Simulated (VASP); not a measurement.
CdSe, 4 atoms in the cell. The structure is hexagonal, space group P6_3mc (No. 186). Conventional cell: a = 4.340 Å, b = 4.340 Å, c = 7.083 Å, α = 90.00°, β = 90.00°, γ = 120.00°. Cd (site symmetry 3m) has 4 Se at 2.66 Å within 3.5 Å. Se (site symmetry 3m) has 4 Cd at 2.66 Å within 3.5 Å.  This cell differs from its parent crystal: volume changed by -3%.

- Program: VASP 6.6.1
- Task: single point
- Functional: PBE
- Potentials or basis: VASP PAW PBE potentials, release 64 (Cd, Se)
- Cutoff: 520 eV
- k mesh: 6 × 6 × 4
- Occupations: gaussian, width 0.01 eV
- Spin: no spin polarisation
- Dipole correction: no
- Further INCAR settings: ALGO = Normal; EDIFF = 1e-06; NBANDS = 26

Potentials or basis: VASP PAW PBE potentials, release 64 (Cd, Se).

The run is started by

```sh
$ cat potpaw_PBE.64/Cd/POTCAR potpaw_PBE.64/Se/POTCAR > POTCAR
$ mpirun -np 1 vasp_std > vasp.out
```

Hardware: 1 thread of Intel(R) Xeon(R) Platinum 8559C (Emerald Rapids), on a shared host.

Q: Estimate the wall time of this run.

A: It took 44 s on 1 thread of Intel(R) Xeon(R) Platinum 8559C (Emerald Rapids), with other jobs on the host, peak memory 0.24 GiB. Counts: scf iterations 14, k points 21.
